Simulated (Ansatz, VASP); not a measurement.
# Ir in VASP and in Ansatz

```xyz
2
Lattice="2.6500 0.0000 0.0000 -1.3250 2.2950 0.0000 0.0000 0.0000 4.2967" Properties=species:S:1:pos:R:3 pbc="T T T"
Ir    1.3250    0.7650    3.2225
Ir    0.0000    1.5300    1.0742
```

Alike in both runs: task single point; functional LDA; k mesh 21 × 21 × 12; occupations gaussian, width 0.15 eV; no spin polarisation.

|  | VASP | Ansatz |
| --- | --- | --- |
| version | VASP 6.6.1 | Ansatz 0.2.0 |
| potentials or method | VASP PAW LDA potentials, release 64 (Ir_sv_GW), cutoff 500 eV | scalar-relativistic, plane waves, PAW |
| valence electrons in the cell | 34 | 34 |

```tsv
	VASP	Ansatz	Ansatz less VASP
gap on the k mesh at the Fermi level (eV)	none	none	-
pressure (GPa)	27.4	29.1	+1.67
traceless stress, the component that is largest in VASP (GPa)	0.82	0.85	+0.024
```

Ansatz warns that its potentials were made for another functional, while VASP's fit it. LDA's correlation is that of Perdew and Zunger in VASP and of Perdew and Wang (1992) in Ansatz. A gap of «none» marks a metal or a gap that the smearing closes.

Spin-orbit coupling is off throughout.
